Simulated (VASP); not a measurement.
CdTe (rocksalt type), 2 atoms in the cell. The structure is cubic, space group Fm-3m (No. 225). Conventional cell: a = 5.796 Å, b = 5.796 Å, c = 5.796 Å, α = 90.00°, β = 90.00°, γ = 90.00°. Cd (site symmetry m-3m) has 6 Te at 2.90 Å within 3.8 Å. Within 3.8 Å of Te (site symmetry m-3m) lie 6 Cd at 2.90 Å. 

* Program: VASP 6.6.1
* Task: relaxation of cell and atoms
* Functional: PBEsol
* Potentials or basis: VASP PAW PBE potentials, release 64 (Cd, Te)
* Cutoff: 600 eV
* k mesh: 13 × 13 × 13
* Occupations: fermi-dirac, width 0.05 eV
* Spin: no spin polarisation
* Dipole correction: no
* Further INCAR settings: ALGO = Normal; EDIFF = 1e-07; IBRION = 2; EDIFFG = -0.005; NSW = 60; ISIF = 3

Potentials or basis: VASP PAW PBE potentials, release 64 (Cd, Te).

Launch:

```sh
$ cat potpaw_PBE.64/Cd/POTCAR potpaw_PBE.64/Te/POTCAR > POTCAR
$ mpirun -np 1 vasp_std > vasp.out
```

Hardware: 1 thread of AMD EPYC 7R13, on a shared host.

Task: How long does it take, and how much memory?

Result: Run time: 4.8 min on 1 thread of AMD EPYC 7R13, with other jobs on the host, peak memory 0.23 GiB. Counts: scf iterations 34, k points 84, ion steps 3.
